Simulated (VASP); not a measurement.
# Re (Fm-3m) in VASP: a series of runs, part 3 of 4

VASP 6.6.1. The steps go on from the part before.

## (5) Single point, r2SCAN (14.75 Å³/atom)

This run uses another cell than the first one, of 14.75 Å³/atom.

POSCAR

```
Re
1.0
    0.0000000000      1.9466421431      1.9466421431
    1.9466421431      0.0000000000      1.9466421431
    1.9466421431      1.9466421431      0.0000000000
Re
1
Direct
    0.0000000000      0.0000000000      0.0000000000
```

INCAR.step1

```
PREC     = Accurate       # precision mode
ENCUT    = 520            # plane-wave cutoff, eV
ISMEAR   = 0              # smearing method
SIGMA    = 0.05           # smearing width, eV
LREAL    = F              # projectors in reciprocal space
LASPH    = T              # aspherical terms in the spheres
NELM     = 60             # most SCF steps
NBANDS   = 10             # bands
GGA      = PE             # functional
ALGO     = Normal         # electronic algorithm
EDIFF    = 1E-4           # SCF threshold, eV
LWAVE    = T              # write WAVECAR
LCHARG   = F              # write CHGCAR
```

INCAR.step2

```
PREC     = Accurate       # precision mode
ENCUT    = 520            # plane-wave cutoff, eV
EDIFF    = 1E-7           # SCF threshold, eV
ISMEAR   = 0              # smearing method
SIGMA    = 0.05           # smearing width, eV
LREAL    = F              # projectors in reciprocal space
LASPH    = T              # aspherical terms in the spheres
NELM     = 60             # most SCF steps
ALGO     = Normal         # electronic algorithm
ISIF     = 2              # what is computed and relaxed
LWAVE    = F              # write WAVECAR
LCHARG   = T              # write CHGCAR
METAGGA  = R2SCAN         # meta-GGA
LMIXTAU  = T            
LELF     = T              # ELF
LVHAR    = T            
NBANDS   = 10             # bands
ISTART   = 1
```

KPOINTS

```
Automatic mesh
0
Gamma
  18 18 18
```

Potentials or basis: VASP PAW PBE potentials, release 64 (Re).

Run with:

```sh
$ cat potpaw_PBE.64/Re/POTCAR > POTCAR
$ cp INCAR.step1 INCAR
$ mpirun -np 1 vasp_std > vasp.out
$ cp INCAR.step2 INCAR
$ mpirun -np 1 vasp_std > vasp.out
```

OUTCAR:

```text
PREC = Accurate
   ENCUT = 520
   EDIFF = 1E-7
   ISMEAR = 0
   LREAL = F
   LASPH = T
   NELM = 60
   ISIF = 2
   METAGGA = R2SCAN
   ISTART = 1

 ion  position               nearest neighbor table
   1  0.000  0.000  0.000-

  LATTYP: Found a face centered cubic cell.
 ALAT       =     3.8932842862

  Lattice vectors:

 A1 = (   0.0000000000,   1.9466421431,   1.9466421431)
 A2 = (   1.9466421431,   0.0000000000,   1.9466421431)
 A3 = (   1.9466421431,   1.9466421431,   0.0000000000)

Analysis of symmetry for initial positions (statically):
=====================================================================
 Subroutine PRICEL returns:
 Original cell was already a primitive cell.

 Routine SETGRP: Setting up the symmetry group for a
 face centered cubic supercell.

 Subroutine GETGRP returns: Found 48 space group operations
 (whereof 48 operations were pure point group operations)
 out of a pool of 48 trial point group operations.

The static configuration has the point symmetry O_h .

Analysis of symmetry for dynamics (positions and initial velocities):
=====================================================================
 Subroutine PRICEL returns:
 Original cell was already a primitive cell.

 Routine SETGRP: Setting up the symmetry group for a
 face centered cubic supercell.

 Subroutine GETGRP returns: Found 48 space group operations
 (whereof 48 operations were pure point group operations)
 out of a pool of 48 trial point group operations.

The dynamic configuration has the point symmetry O_h .

 Subroutine INISYM returns: Found 48 space group operations
 (whereof 48 operations are pure point group operations),
 and found     1 'primitive' translations

----------------------------------------------------------------------------------------

                                     Primitive cell

  volume of cell :      14.7533

  direct lattice vectors                    reciprocal lattice vectors
     0.000000000  1.946642143  1.946642143    -0.256852551  0.256852551  0.256852551
     1.946642143  0.000000000  1.946642143     0.256852551 -0.256852551  0.256852551
     1.946642143  1.946642143  0.000000000     0.256852551  0.256852551 -0.256852551

  length of vectors
     2.752967720  2.752967720  2.752967720     0.444881668  0.444881668  0.444881668

  position of ions in fractional coordinates (direct lattice)
     0.000000000  0.000000000  0.000000000

  ion indices of the primitive-cell ions
   primitive index   ion index
                 1           1

----------------------------------------------------------------------------------------

 KPOINTS: Automatic mesh

Automatic generation of k-mesh.
 Grid dimensions read from file:
 generate k-points for:   18   18   18

 Generating k-lattice:

  Cartesian coordinates                     Fractional coordinates (reciprocal lattice)
    -0.014269586  0.014269586  0.014269586     0.055555556  0.000000000  0.000000000
     0.014269586 -0.014269586  0.014269586     0.000000000  0.055555556  0.000000000
     0.014269586  0.014269586 -0.014269586     0.000000000  0.000000000  0.055555556

  Length of vectors
     0.024715648  0.024715648  0.024715648

  Shift w.r.t. Gamma in fractional coordinates (k-lattice)
     0.000000000  0.000000000  0.000000000

 Subroutine IBZKPT returns following result:
 ===========================================

 Found    195 irreducible k-points:

 Following reciprocal coordinates:
            Coordinates               Weight
  0.000000  0.000000  0.000000      1.000000
  0.055556  0.000000  0.000000      8.000000
  0.111111  0.000000  0.000000      8.000000
  0.166667  0.000000  0.000000      8.000000
  0.222222  0.000000  0.000000      8.000000
  0.277778  0.000000  0.000000      8.000000
[... 16 lines left out ...]
 -0.277778  0.055556  0.000000     24.000000
 -0.222222  0.055556  0.000000     24.000000
 [... further k-points ...]
   k-points           NKPTS =    195   k-points in BZ     NKDIM =    195   number of bands    NBANDS=     10
   number of dos      NEDOS =    301   number of ions     NIONS =      1
   total plane-waves  NPLWV =   8000
   dimension x,y,z NGX =    20 NGY =   20 NGZ =   20
   dimension x,y,z NGXF=    40 NGYF=   40 NGZF=   40
   ions per type =               1
   NGX,Y,Z   is equivalent  to a cutoff of  12.08, 12.08, 12.08 a.u.
   NGXF,Y,Z  is equivalent  to a cutoff of  24.16, 24.16, 24.16 a.u.
 SYSTEM =  unknown system
   PREC   = accura    normal or accurate (medium, high low for compatibility)
   ISTART =      1    job   : 0-new  1-cont  2-samecut
   ICHARG =      0    charge: 1-file 2-atom 10-const
   ISPIN  =      1    spin polarized calculation?
   LNONCOLLINEAR =      F non collinear calculations
   LSORBIT =      F    spin-orbit coupling
   LASPH  =      T    aspherical Exc in radial PAW
   ENCUT  =  520.0 eV  38.22 Ry    6.18 a.u.   5.12  5.12  5.12*2*pi/ulx,y,z
   NELM   =     60;   NELMIN=  2; NELMDL=  0     # of ELM steps
   EDIFF  = 0.1E-06   stopping-criterion for ELM
   LREAL  =      F    real-space projection
   EDIFFG = 0.1E-05   stopping-criterion for IOM
   NSW    =      0    number of steps for IOM
   IBRION =     -1    ionic relax: 0-MD 1-quasi-New 2-CG
   NFREE  =      0    steps in history (QN), initial steepest desc. (CG)
   ISIF   =      2    stress and relaxation
   ISYM   =      2    0-nonsym 1-usesym 2-fastsym
   POTIM  = 0.5000    time-step for ionic-motion
   TEBEG  =    0.0;   TEEND  =   0.0 temperature during run
   PSTRESS=    0.0 pullay stress
   NELECT =       7.0000    total number of electrons
   NUPDOWN=      -1.0000    fix difference up-down
   EMIN   =  10.00;   EMAX   =-10.00  energy-range for DOS
   EFERMI =   0.00;   METHOD = LEGACY
   ISMEAR =     0;   SIGMA  =   0.05  broadening in eV -4-tet -1-fermi 0-gaus
   EFERMI_NEDOS =   21; number of points for ismear=-14 and -15
   IALGO  =     38    algorithm
   IMIX   =      4    mixing-type and parameters
     AMIX     =   0.40;   BMIX     =  1.00
     AMIX_MAG =   1.60;   BMIX_MAG =  1.00
  volume/ion in A,a.u.               =      14.75        99.56
  Fermi-wavevector in a.u.,A,eV,Ry     =   1.276864  2.412924 22.182698  1.630382
  Thomas-Fermi vector in A             =   2.409496
   LORBIT       =      0    0 simple, 1 ext, 2 COOP (PROOUT), +10 PAW based schemes
   METAGGA = R2SCAN    functional components
   LHFCALC =     F    Hartree Fock is set to
   AEXX    =    0.0000 exact exchange contribution
   IVDW    =     0    specifies the selected vdW correction
   LEPSILON=     F    determine dielectric tensor
   LRPA    =     F    only Hartree local field effects (RPA)
 non-spin polarized calculation
 Gauss-broadening in eV      SIGMA  =   0.05
  energy-cutoff  :      520.00
  volume of cell :       14.75
 maximum number of plane-waves:       411
   NGX = 11   NGY = 11   NGZ = 11

 number of electron       7.0000001 magnetization

 Free energy of the ion-electron system (eV)
  ---------------------------------------------------
  ext. energy  EPLUGINS =         0.00000000
  ---------------------------------------------------
  free energy    TOTEN  =       -52.39071503 eV

  energy without entropy =      -52.38960828  energy(sigma->0) =      -52.39016166

 E-fermi :   7.9390     XC(G=0): -14.9780

 val. band max:        7.9385523105   @ k =  -0.3889   0.2778   0.0556
 cond. band min:       7.9401482960   @ k =   0.4444   0.3889   0.0556
 fundamental gap:      0.0015959856
 Fermi energy:         7.9390027298

 k-point     1 :       0.0000    0.0000    0.0000
  band No.  band energies     occupation
      1      -2.6777      2.00000
      2       5.9289      2.00000
      3       5.9289      2.00000
      4       5.9289      2.00000
      5       9.3219      0.00000
      6       9.3219      0.00000
      7      22.4567      0.00000
      8      28.5467      0.00000
      9      28.5467      0.00000
     10      28.5468      0.00000
[... 287 lines left out ...]
 k-point    24 :      -0.2222    0.0556    0.0000
  band No.  band energies     occupation
      1      -0.2605      2.00000
      2       4.8964      2.00000
      3       6.4325      2.00000
      4       6.5731      2.00000
      5       8.8462      0.00000
      6       9.9299      0.00000
      7      22.9450      0.00000
      8      26.4354      0.00000
      9      31.5733      0.00000
     10      32.8868      0.00000

 [... further k-points ...]

------------------------ aborting loop because EDIFF is reached ----------------------------------------

  FORCE on cell =-STRESS in cart. coord.  units (eV):
  Direction    XX          YY          ZZ          XY          YZ          ZX
  --------------------------------------------------------------------------------------
  -------------------------------------------------------------------------------------
  Total       -0.0030240     -0.0030240     -0.0030240     -0.0000000      0.0000000      0.0000000
  in kB       -0.3284058     -0.3284058     -0.3284058     -0.0000000      0.0000000      0.0000000
  external PRESSURE =      -0.3284058 kB  Pullay stress =       0.0000000 kB

 VOLUME and BASIS-vectors are now :
 -----------------------------------------------------------------------------
  energy-cutoff  :      520.00
  volume of cell :       14.75
      direct lattice vectors                 reciprocal lattice vectors
     0.000000000  1.946642143  1.946642143    -0.256852551  0.256852551  0.256852551
     1.946642143  0.000000000  1.946642143     0.256852551 -0.256852551  0.256852551
     1.946642143  1.946642143  0.000000000     0.256852551  0.256852551 -0.256852551

 POSITION                                       TOTAL-FORCE (eV/Angst)
 -----------------------------------------------------------------------------------
      0.00000      0.00000      0.00000        -0.000000     -0.000000      0.000000
 -----------------------------------------------------------------------------------
    total drift:                               -0.000000     -0.000000     -0.000000

  FREE ENERGIE OF THE ION-ELECTRON SYSTEM (eV)
  ---------------------------------------------------
  free  energy   TOTEN  =       -52.3907150304 eV

  energy  without entropy=      -52.3896082843  energy(sigma->0) =      -52.39016166
```

Wall time 2.3 min (1 thread of AMD EPYC 7R13, shared host); peak memory 0.12 GiB.

What came out:

* Free energy: -52.3907 eV
* Pressure: 0.0 GPa
* Band gap on the k mesh: zero (an odd number of electrons rules out a gap without spin polarisation)

Caveat: the PAW data sets were made with another functional, which shifts forces and pressure a little; spin-orbit coupling is left out, which moves the levels of the heavy elements.

(Continued in part 4 of 4.)
